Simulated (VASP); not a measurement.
System: P, a slab with vacuum.

```
P
1.0
     3.29620    0.00000    0.00000
     0.00000    4.43913    0.00000
     0.00000    0.00000   30.33768
P
4
Cartesian
  0.0000 2.5858 14.1073
  1.6481 4.0729 14.1073
  1.6481 0.3662 16.2304
  0.0000 1.8533 16.2304
```

Base run:

* Program: VASP 6.6.1
* Functional: PBE
* Potentials or basis: VASP PAW PBE potentials, release 64 (P)
* Cutoff: 400 eV
* k mesh: 10 × 8 × 1
* Occupations: gaussian, width 0.02 eV
* Spin: no spin polarisation

Its results: band gap on the k mesh 0.75 eV; largest force 0.056 eV/Å.

Task: The run is repeated on the same cell with these changes: functional from PBE to LDA; potentials or basis from VASP PAW PBE potentials, release 64 (P) to VASP PAW LDA potentials, release 64 (P). What comes out?

Result: Band gap on the k mesh 0.66 eV; largest force 0.237 eV/Å.

Caveats: semilocal functionals underestimate gaps, and a narrow one can read as zero.

A k mesh can miss the band edges.
